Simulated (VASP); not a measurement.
# Pd (P6_3/mmc) in VASP: further runs

Runs on Pd. Level: RPBE. Tasks: single point, relaxation of cell and atoms.

Everything below comes from runs of VASP 6.6.1. Logs are shortened: lines on timing, memory, paths and dates and some standing lists are left out, and cuts for length are marked.

### 1 The cell of the first run

Symmetry: P6_3/mmc, No. 194, hexagonal system. The conventional cell has a = 2.766 Å, b = 2.766 Å, c = 4.604 Å, α = 90.00°, β = 90.00°, γ = 120.00°. Pd (site symmetry -6m2) has 12 Pd at 2.77 to 2.80 Å within 3.6 Å.

This isn't the form of Pd at room conditions, which is fcc.

### 2 Single point, RPBE (15.26 Å³/atom)

INCAR

```
  PREC = Accurate
  ENCUT = 500
  EDIFF = 1E-6
  ISMEAR = -1
  SIGMA = 0.1
  LREAL = F
  LASPH = T
  NELM = 120
  ALGO = Normal
  ISIF = 2
  LWAVE = F
  LCHARG = F
  GGA = RP
  NBANDS = 17
  GGA_COMPAT = F
```

KPOINTS

```
Automatic mesh
0
Gamma
  15 15 8
```

POSCAR

```
Pd
1.0
    2.7661895591      0.0000000000      0.0000000000
   -1.3830947796      2.3955904299      0.0000000000
    0.0000000000      0.0000000000      4.6043657964
Pd
2
Direct
    0.3333333333      0.6666666667      0.2500000000
    0.6666666667      0.3333333333      0.7500000000
```

Potentials or basis: VASP PAW PBE potentials, release 64 (Pd).

Started as:

```console
> cat potpaw_PBE.64/Pd/POTCAR > POTCAR
> mpirun -np 1 vasp_std > vasp.out
```

OUTCAR:

```text
PREC = Accurate
   ENCUT = 500
   EDIFF = 1E-6
   ISMEAR = -1
   LREAL = F
   LASPH = T
   NELM = 120
   ISIF = 2
   GGA = RP

 ion  position               nearest neighbor table
   1  0.333  0.667  0.250-   2 2.80   2 2.80   2 2.80   2 2.80   2 2.80   2 2.80
   2  0.667  0.333  0.750-   1 2.80   1 2.80   1 2.80   1 2.80   1 2.80   1 2.80

  LATTYP: Found a hexagonal cell.
 ALAT       =     2.7661895591
 C/A-ratio  =     1.6645156444

  Lattice vectors:

 A1 = (   2.7661895591,   0.0000000000,   0.0000000000)
 A2 = (  -1.3830947796,   2.3955904299,   0.0000000000)
 A3 = (   0.0000000000,   0.0000000000,   4.6043657964)

Analysis of symmetry for initial positions (statically):
=====================================================================
 Subroutine PRICEL returns:
 Original cell was already a primitive cell.

 Routine SETGRP: Setting up the symmetry group for a
 hexagonal supercell.

 Subroutine GETGRP returns: Found 24 space group operations
 (whereof 12 operations were pure point group operations)
 out of a pool of 24 trial point group operations.

The static configuration has the point symmetry D_3d.
 The point group associated with its full space group is D_6h.

Analysis of symmetry for dynamics (positions and initial velocities):
=====================================================================
 Subroutine PRICEL returns:
 Original cell was already a primitive cell.

 Routine SETGRP: Setting up the symmetry group for a
 hexagonal supercell.

 Subroutine GETGRP returns: Found 24 space group operations
 (whereof 12 operations were pure point group operations)
 out of a pool of 24 trial point group operations.

The dynamic configuration has the point symmetry D_3d.
 The point group associated with its full space group is D_6h.

 Subroutine INISYM returns: Found 24 space group operations
 (whereof 12 operations are pure point group operations),
 and found     1 'primitive' translations

----------------------------------------------------------------------------------------

                                     Primitive cell

  volume of cell :      30.5116

  direct lattice vectors                    reciprocal lattice vectors
     2.766189559  0.000000000  0.000000000     0.361508125  0.208716813  0.000000000
    -1.383094780  2.395590430  0.000000000     0.000000000  0.417433626  0.000000000
     0.000000000  0.000000000  4.604365796     0.000000000  0.000000000  0.217185177

  length of vectors
     2.766189559  2.766189559  4.604365796     0.417433626  0.417433626  0.217185177

  position of ions in fractional coordinates (direct lattice)
     0.333333333  0.666666667  0.250000000
     0.666666667  0.333333333  0.750000000

  ion indices of the primitive-cell ions
   primitive index   ion index
                 1           1
                 2           2

----------------------------------------------------------------------------------------

 KPOINTS: Automatic mesh

Automatic generation of k-mesh.
 Grid dimensions read from file:
 generate k-points for:   15   15    8

 Generating k-lattice:

  Cartesian coordinates                     Fractional coordinates (reciprocal lattice)
     0.024100542  0.013914454  0.000000000     0.066666667  0.000000000  0.000000000
     0.000000000  0.027828908  0.000000000     0.000000000  0.066666667  0.000000000
     0.000000000  0.000000000  0.027148147     0.000000000  0.000000000  0.125000000

  Length of vectors
     0.027828908  0.027828908  0.027148147

  Shift w.r.t. Gamma in fractional coordinates (k-lattice)
     0.000000000  0.000000000  0.000000000

 Subroutine IBZKPT returns following result:
 ===========================================

 Found    135 irreducible k-points:

 Following reciprocal coordinates:
            Coordinates               Weight
  0.000000  0.000000  0.000000      1.000000
  0.066667 -0.000000  0.000000      6.000000
  0.133333  0.000000  0.000000      6.000000
  0.200000 -0.000000  0.000000      6.000000
  0.266667  0.000000  0.000000      6.000000
  0.333333  0.000000  0.000000      6.000000
[... 16 lines left out ...]
  0.333333  0.200000  0.000000     12.000000
  0.400000  0.200000  0.000000      6.000000
 [... further k-points ...]
   k-points           NKPTS =    135   k-points in BZ     NKDIM =    135   number of bands    NBANDS=     17
   number of dos      NEDOS =    301   number of ions     NIONS =      2
   total plane-waves  NPLWV =  14400
   dimension x,y,z NGX =    20 NGY =   20 NGZ =   36
   dimension x,y,z NGXF=    40 NGYF=   40 NGZF=   72
   ions per type =               2
   NGX,Y,Z   is equivalent  to a cutoff of  12.02, 12.02, 13.00 a.u.
   NGXF,Y,Z  is equivalent  to a cutoff of  24.04, 24.04, 26.00 a.u.
 SYSTEM =  unknown system
   PREC   = accura    normal or accurate (medium, high low for compatibility)
   ISTART =      0    job   : 0-new  1-cont  2-samecut
   ICHARG =      2    charge: 1-file 2-atom 10-const
[... 27 lines left out ...]
  volume/ion in A,a.u.               =      15.26       102.95
  Fermi-wavevector in a.u.,A,eV,Ry     =   1.422100  2.687379 27.515982  2.022368
  Thomas-Fermi vector in A             =   2.542839
   LORBIT       =      0    0 simple, 1 ext, 2 COOP (PROOUT), +10 PAW based schemes
   GGA     = RP    functional components
   LHFCALC =     F    Hartree Fock is set to
   AEXX    =    0.0000 exact exchange contribution
   IVDW    =     0    specifies the selected vdW correction
   LEPSILON=     F    determine dielectric tensor
   LRPA    =     F    only Hartree local field effects (RPA)
 non-spin polarized calculation
  energy-cutoff  :      500.00
  volume of cell :       30.51
 maximum number of plane-waves:       790
   NGX = 11   NGY = 11   NGZ = 17

 number of electron      20.0000005 magnetization

 Free energy of the ion-electron system (eV)
  ---------------------------------------------------
  ext. energy  EPLUGINS =         0.00000000
  ---------------------------------------------------
  free energy    TOTEN  =        -9.25592704 eV

  energy without entropy =       -9.11624866  energy(sigma->0) =       -9.18608785

 E-fermi :   9.3592     XC(G=0): -12.8650

 val. band max:        9.3577319016   @ k =   0.4000   0.1333   0.1250
 cond. band min:       9.3625244708   @ k =   0.4667   0.0667   0.3750
 fundamental gap:      0.0047925692
 Fermi energy:         9.3592321710

 k-point     1 :       0.0000    0.0000    0.0000
  band No.  band energies     occupation
      1       2.4946      2.00000
      2       4.3045      2.00000
      3       6.5492      2.00000
      4       6.7483      2.00000
      5       6.7483      2.00000
      6       7.0834      2.00000
[... 9 lines left out ...]
     16      28.8512      0.00000
     17      31.3930      0.00000

 k-point     2 :       0.0667   -0.0000    0.0000
  band No.  band energies     occupation
      1       2.6364      2.00000
      2       4.4050      2.00000
      3       6.4622      2.00000
      4       6.8203      2.00000
      5       6.8416      2.00000
      6       7.0380      2.00000
[... 9 lines left out ...]
     16      28.6901      0.00000
     17      30.3986      0.00000

 k-point     3 :       0.1333    0.0000    0.0000
  band No.  band energies     occupation
      1       3.0432      2.00000
      2       4.6683      2.00000
      3       6.2769      2.00000
      4       6.8566      2.00000
      5       7.0801      2.00000
      6       7.1132      2.00000
[... 9 lines left out ...]
     16      28.6198      0.00000
     17      28.7627      0.00000

 k-point     4 :       0.2000   -0.0000    0.0000
  band No.  band energies     occupation
      1       3.6459      2.00000
      2       4.9400      2.00000
      3       6.1502      2.00000
      4       6.5279      2.00000
      5       6.7282      2.00000
      6       7.3284      2.00000
[... 9 lines left out ...]
     16      28.2259      0.00000
     17      28.2736      0.00000
[... 343 lines left out ...]
      1       5.2008      2.00000
      2       5.2773      2.00000
      3       5.4277      2.00000
      4       6.1272      2.00000
      5       6.4941      2.00000
      6       7.1506      2.00000
[... 9 lines left out ...]
     16      24.9776      0.00000
     17      25.7066      0.00000

 k-point    23 :       0.3333    0.2000    0.0000
  band No.  band energies     occupation
      1       5.0334      2.00000
      2       5.1597      2.00000
      3       5.4258      2.00000
      4       6.5068      2.00000
      5       6.5640      2.00000
      6       6.9347      2.00000
[... 9 lines left out ...]
     16      23.7017      0.00000
     17      23.8728      0.00000

 k-point    24 :       0.4000    0.2000    0.0000
  band No.  band energies     occupation
      1       4.9762      2.00000
      2       5.1103      2.00000
      3       5.4217      2.00000
      4       6.5484      2.00000
      5       6.7278      2.00000
      6       6.8217      2.00000
[... 9 lines left out ...]
     16      22.5885      0.00000
     17      23.1687      0.00000

 [... further k-points ...]

------------------------ aborting loop because EDIFF is reached ----------------------------------------

  FORCE on cell =-STRESS in cart. coord.  units (eV):
  Direction    XX          YY          ZZ          XY          YZ          ZX
  --------------------------------------------------------------------------------------
  -------------------------------------------------------------------------------------
  Total        1.2105079      1.2105079      1.1552168     -0.0000000     -0.0000000      0.0000000
  in kB       63.5643908     63.5643908     60.6610266     -0.0000000     -0.0000000      0.0000000
  external PRESSURE =      62.5966027 kB  Pullay stress =       0.0000000 kB

 VOLUME and BASIS-vectors are now :
 -----------------------------------------------------------------------------
  energy-cutoff  :      500.00
  volume of cell :       30.51
      direct lattice vectors                 reciprocal lattice vectors
     2.766189559  0.000000000  0.000000000     0.361508125  0.208716813  0.000000000
    -1.383094780  2.395590430  0.000000000     0.000000000  0.417433626  0.000000000
     0.000000000  0.000000000  4.604365796     0.000000000  0.000000000  0.217185177

 POSITION                                       TOTAL-FORCE (eV/Angst)
 -----------------------------------------------------------------------------------
     -0.00000      1.59706      1.15109         0.000000      0.000000      0.000000
      1.38309      0.79853      3.45327        -0.000000     -0.000000      0.000000
 -----------------------------------------------------------------------------------
    total drift:                               -0.000000      0.000000     -0.000000

  FREE ENERGIE OF THE ION-ELECTRON SYSTEM (eV)
  ---------------------------------------------------
  free  energy   TOTEN  =        -9.2559270428 eV

  energy  without entropy=       -9.1162486647  energy(sigma->0) =       -9.18608785
```

Run time: 39 s. Hardware: 1 thread of Intel Xeon Platinum 8259CL at 2.50GHz (Skylake/Cascade Lake), shared host; peak memory 0.18 GiB.

Results:

* Free energy: -9.2559 eV
* Pressure: 6.3 GPa
* Band gap on the k mesh: zero (bands 10 and 11 overlap by 0.85 eV)

Stress tensor (GPa, compression positive):
```
6.36 0.00 0.00
0.00 6.36 0.00
0.00 0.00 6.07
```

Caveat: the cell stands under pressure; the PAW data sets were made with another functional, which shifts forces and pressure a little.

### 3 Single point, RPBE (15.89 Å³/atom)

This run uses another cell than the first one, of 15.89 Å³/atom.

INCAR

```
SYSTEM = Pd
PREC = Accurate ; ENCUT = 500
EDIFF = 1E-6 ; ISMEAR = -1
SIGMA = 0.1 ; LREAL = .FALSE.
LASPH = .TRUE. ; NELM = 120
ALGO = Normal ; ISIF = 2
LWAVE = .FALSE. ; LCHARG = .FALSE.
GGA = RP ; NBANDS = 17
GGA_COMPAT = .FALSE.
```

KPOINTS

```
regular mesh
0
G
  15 15 8
  0 0 0
```

POSCAR

```
Pd
1.0
    2.8040872761      0.0000000000      0.0000000000
   -1.4020436380      2.4284108155      0.0000000000
    0.0000000000      0.0000000000      4.6674471392
Pd
2
Direct
    0.3333333333      0.6666666667      0.2500000000
    0.6666666667      0.3333333333      0.7500000000
```

Potentials or basis: VASP PAW PBE potentials, release 64 (Pd).

Started as:

```console
> cat potpaw_PBE.64/Pd/POTCAR > POTCAR
> mpirun -np 1 vasp_std > vasp.out
```

It took 58 s on 1 thread of Intel Xeon Platinum 8259CL at 2.50GHz (Skylake/Cascade Lake), shared host; peak memory 0.18 GiB.

Results (log left out):

| Property | Result |
| --- | --- |
| Free energy | -9.2789 eV |
| Pressure | -0.3 GPa |
| Band gap on the k mesh | zero (bands 10 and 11 overlap by 0.79 eV) |

Stress tensor (GPa, compression positive):
```
-0.20  0.00  0.00
 0.00 -0.20  0.00
 0.00  0.00 -0.44
```

Levels at points of the mesh, in eV from the Fermi level:
```tsv
k point	band 7	band 8	band 9	band 10	band 11	band 12	band 13	band 14
(0.00, 0.00, 0.00)	-2.13	-1.52	-1.52	-0.25	-0.25	1.03	6.49	17.01
(0.00, 0.00, 0.50)	-2.49	-2.49	-0.66	-0.66	-0.66	-0.66	13.51	13.51
```

Caveat: the PAW data sets were made with another functional, which shifts forces and pressure a little.

### 4 Single point, RPBE (16.53 Å³/atom)

This run uses another cell than the first one, of 16.53 Å³/atom.

INCAR

```
  PREC = Accurate
  ENCUT = 500
  EDIFF = 1E-6
  ISMEAR = -1
  SIGMA = 0.1
  LREAL = False
  LASPH = True
  NELM = 120
  ALGO = Normal
  ISIF = 2
  LWAVE = False
  LCHARG = True
  GGA = RP
  LELF = True
  LVHAR = True
  NBANDS = 17
  GGA_COMPAT = False
```

KPOINTS

```
Automatic mesh
0
Gamma
  15 15 8
```

POSCAR

```
Pd
1.0
    2.8409873929      0.0000000000      0.0000000000
   -1.4204936965      2.4603672541      0.0000000000
    0.0000000000      0.0000000000      4.7288679609
Pd
2
Direct
    0.3333333333      0.6666666667      0.2500000000
    0.6666666667      0.3333333333      0.7500000000
```

Started as:

```console
> cat potpaw_PBE.64/Pd/POTCAR > POTCAR
> mpirun -np 1 vasp_std > vasp.out
```

Wall time 38 s (1 thread of Intel Xeon Platinum 8259CL at 2.50GHz (Skylake/Cascade Lake), shared host); peak memory 0.19 GiB.

Results (log left out):

| Property | Result |
| --- | --- |
| Free energy | -9.2562 eV |
| Pressure | -5.3 GPa |
| Band gap on the k mesh | zero (bands 10 and 11 overlap by 0.74 eV) |

Stress tensor (GPa, compression positive):
```
-5.22  0.00  0.00
 0.00 -5.22  0.00
 0.00  0.00 -5.40
```

Levels at points of the mesh, in eV from the Fermi level:
```
           k point  band 7  band 8  band 9  band 10  band 11  band 12  band 13  band 14
(0.00, 0.00, 0.00)   -2.00   -1.43   -1.43    -0.24    -0.24     1.12     6.21    16.93
(0.00, 0.00, 0.50)   -2.33   -2.33   -0.62    -0.62    -0.62    -0.62    13.19    13.19
```

Caveat: the cell stands under tension; the PAW data sets were made with another functional, which shifts forces and pressure a little.

### 5 Single point, RPBE (17.80 Å³/atom)

This run uses another cell than the first one, of 17.80 Å³/atom.

INCAR

```
SYSTEM = Pd
PREC = Accurate ; ENCUT = 500
EDIFF = 1E-6 ; ISMEAR = -1
SIGMA = 0.1 ; LREAL = .False.
LASPH = .True. ; NELM = 120
ALGO = Normal ; ISIF = 2
LWAVE = .False. ; LCHARG = .False.
GGA = RP ; NBANDS = 17
GGA_COMPAT = .False.
```

KPOINTS

```
Automatic mesh
0
Gamma
  15 15 8
  0 0 0
```

POSCAR

```
Pd
1.0
    2.9120413284      0.0000000000      0.0000000000
   -1.4560206642      2.5219017673      0.0000000000
    0.0000000000      0.0000000000      4.8471383482
Pd
2
Direct
    0.3333333333      0.6666666667      0.2500000000
    0.6666666667      0.3333333333      0.7500000000
```

Started as:

```console
> cat potpaw_PBE.64/Pd/POTCAR > POTCAR
> mpirun -np 1 vasp_std > vasp.out
```

It took 37 s on 1 thread of Intel Xeon Platinum 8259CL at 2.50GHz (Skylake/Cascade Lake), shared host; peak memory 0.2 GiB.

The run converged. Its results:

```yaml
Free_energy: -9.1151 eV
Pressure: -12.0 GPa
Band_gap_on_the_k_mesh: zero (bands 10 and 11 overlap by 0.65 eV)
```

Stress tensor (GPa, compression positive):
```
-11.92   0.00   0.00
  0.00 -11.92   0.00
  0.00   0.00 -12.02
```

Levels at points of the mesh, in eV from the Fermi level:
```tsv
k point	band 8	band 9	band 10	band 11	band 12	band 13
(0.00, 0.00, 0.00)	-1.27	-1.27	-0.22	-0.22	1.28	5.73
(0.00, 0.00, 0.50)	-2.07	-0.56	-0.56	-0.56	-0.56	12.59
```

Caveat: the cell stands under tension; the PAW data sets were made with another functional, which shifts forces and pressure a little.

### 6 Relaxation of cell and atoms, RPBE

This run uses another cell than the first one, of 14.71 Å³/atom.

INCAR

```
ALGO = Normal
EDIFF = 1E-7
EDIFFG = -0.01
ENCUT = 500
GGA = RP
GGA_COMPAT = F
IBRION = 2
ISIF = 3
ISMEAR = -1
LASPH = T
LCHARG = F
LREAL = F
LWAVE = F
NELM = 120
NELMIN = 4
NSW = 80
PREC = Accurate
SIGMA = 0.1
```

KPOINTS

```
k-points
0
Gamma
  13 13 7
```

POSCAR

```
Pd
1.0
    2.7505001182      0.0000000000      0.0000000000
   -1.3752500591      2.3820029755      0.0000000000
    0.0000000000      0.0000000000      4.4915666931
Pd
2
Direct
    0.3333333333      0.6666666667      0.2500000000
    0.6666666667      0.3333333333      0.7500000000
```

Potentials or basis: VASP PAW PBE potentials, release 64 (Pd).

Started as:

```console
> cat potpaw_PBE.64/Pd/POTCAR > POTCAR
> mpirun -np 1 vasp_std > vasp.out
```

It took 1.9 min on 1 thread of Intel Xeon Platinum 8259CL at 2.50GHz (Skylake/Cascade Lake), shared host; peak memory 0.16 GiB.

The run converged. Its results:

| Quantity | Value |
| --- | --- |
| Free energy | -9.2746 eV |
| Relaxed volume | 15.87 Å³/atom |
| Relaxed cell | a = 2.803 Å, b = 2.803 Å, c = 4.664 Å, α = 90.00°, β = 90.00°, γ = 120.00° |
| Space group after relaxing (to 0.1 Å) | P6_3/mmc (No. 194) |
| Energy gained by relaxing | 46.4 meV/atom |
| Ionic steps | 7 |
| Pressure after relaxing | 0.0 GPa |
| Band gap on the k mesh | zero (bands 10 and 11 overlap by 0.67 eV) |

Step by step:
```csv
step,energy change (eV),largest force (eV/Å),pressure (GPa),volume (Å³)
1,0.0000,0.0000,13.49,29.43
2,0.0292,0.0000,-10.70,35.02
3,-0.0914,0.0000,-0.29,31.82
4,-0.0915,0.0000,-0.06,31.77
5,-0.0925,0.0000,-0.03,31.76
6,-0.0929,0.0000,0.02,31.74
7,-0.0929,0.0000,0.04,31.74
```

Final structure:
```yaml
crystal:
  lattice:
    - [2.80316, 0.00000, 0.00000]
    - [-1.40158, 2.42761, 0.00000]
    - [0.00000, 0.00000, 4.66424]
  atoms:
    - { symbol: Pd, position: [0.33333, 0.66667, 0.25000] }
    - { symbol: Pd, position: [0.66667, 0.33333, 0.75000] }
```

Levels at points of the mesh, in eV from the Fermi level:
| k point | band 6 | band 7 | band 8 | band 9 | band 10 | band 11 | band 12 | band 13 | band 14 |
| --- | --- | --- | --- | --- | --- | --- | --- | --- | --- |
| (0.00, 0.00, 0.00) | -2.15 | -2.15 | -1.53 | -1.53 | -0.25 | -0.25 | 1.02 | 6.49 | 17.00 |

Caveat: the PAW data sets were made with another functional, which shifts forces and pressure a little.

### 7 The runs side by side

```csv
task,cell,k mesh,gap on the mesh (eV),pressure (GPa)
single point,"a = 2.766, b = 2.766, c = 4.604 Å, angles 90.0, 90.0, 120.0°, 2 atoms",15 × 15 × 8,none,6.3
single point,"a = 2.804, b = 2.804, c = 4.667 Å, angles 90.0, 90.0, 120.0°, 2 atoms",15 × 15 × 8,none,-0.3
single point,"a = 2.841, b = 2.841, c = 4.729 Å, angles 90.0, 90.0, 120.0°, 2 atoms",15 × 15 × 8,none,-5.3
single point,"a = 2.912, b = 2.912, c = 4.847 Å, angles 90.0, 90.0, 120.0°, 2 atoms",15 × 15 × 8,none,-12.0
relaxation of cell and atoms,"relaxed from a = 2.751, b = 2.751, c = 4.492 Å, angles 90.0, 90.0, 120.0°, 2 atoms",13 × 13 × 7,none,0.0
```

Alike in all rows: level RPBE; potentials or basis VASP PAW PBE potentials, release 64 (Pd); no spin polarisation; cutoff (eV) 500; smearing fermi-dirac 0.1 eV.

Caveats: the PAW data sets were made with another functional, which shifts forces and pressure a little; the cell stands under tension (at least some runs); the cell stands under pressure (at least some runs).

Total energies depend on the potentials used, so only differences within one code and one set of settings carry meaning.
